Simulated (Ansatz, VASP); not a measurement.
**One calculation of CO2, two programs**

File INCAR:

```
PREC = Accurate ; ENCUT = 600
EDIFF = 1E-6 ; ISMEAR = 0
SIGMA = 0.1 ; LREAL = F
LASPH = T ; NELM = 80
ALGO = Normal ; ISIF = 3
LWAVE = F ; LCHARG = F
GGA = PE ; IBRION = 2
NSW = 100 ; EDIFFG = -0.01
```

File KPOINTS:

```
Automatic mesh
0
Gamma
  12 12 6
```

File POSCAR:

```
CO2
1.0
    3.1918684851      0.0000000000      0.0000000000
    0.0000000000      3.1918684851      0.0000000000
    0.0000000000      0.0000000000      6.5859921975
C O
2 4
Direct
    0.0000000000      0.5000000000      0.8702366240
    0.5000000000      0.0000000000      0.1297633760
    0.0000000000      0.0000000000      0.0000000000
    0.5000000000      0.5000000000      0.0000000000
    0.0000000000      0.5000000000      0.6936750633
    0.5000000000      0.0000000000      0.3063249367
```

Input for Ansatz:

```yaml
crystal:
  lattice:
    - [3.1918684851, 0.0, 0.0]
    - [0.0, 3.1918684851, 0.0]
    - [0.0, 0.0, 6.5859921975]
  atoms:
    - { symbol: C, position: [0.0, 0.5, 0.870236624] }
    - { symbol: C, position: [0.5, 0.0, 0.129763376] }
    - { symbol: O, position: [0.0, 0.0, 0.0] }
    - { symbol: O, position: [0.5, 0.5, 0.0] }
    - { symbol: O, position: [0.0, 0.5, 0.6936750633] }
    - { symbol: O, position: [0.5, 0.0, 0.3063249367] }
basis:
  ecutwfc: 420
kpoints:
  mp_grid: { grid: [12, 12, 6] }
hamiltonian:
  xc: pbe
scf:
  occupations: { method: gaussian, width: 0.1 }
output:
  forces: true
  stress: true
  eigenvalues: true
relax:
  adjacent_minimum: "off"
  f_tol: 0.01
  max_steps: 80
  cell: { stress_tol: 0.05 }
```

Alike in both runs: task relaxation of cell and atoms; functional PBE; k mesh 12 × 12 × 6; occupations gaussian, width 0.1 eV; no spin polarisation.

|  | VASP | Ansatz |
| --- | --- | --- |
| version | VASP 6.6.1 | Ansatz 0.2.0 |
| potentials or method | VASP PAW PBE potentials, release 64 (C, O), cutoff 600 eV | scalar-relativistic, plane waves, PAW |
| valence electrons in the cell | 32 | 32 |

|  | VASP | Ansatz | Ansatz less VASP |
| --- | --- | --- | --- |
| gap on the k mesh at the Fermi level, each at its own relaxed structure (eV) | none | none | - |
| relaxed volume (Å³/atom) | 11.20 | 11.79 | +0.589 |
| relaxed length of the cell vector where the two differ most in proportion (Å) | 6.600 | 6.929 | +0.3287 |

A gap of «none» marks a metal or a gap that the smearing closes. One of these differences is far larger than is usual between the two programs; its cause wasn't traced.

Noted on VASP's run: the standard files for N, O and F lose accuracy on very short bonds.
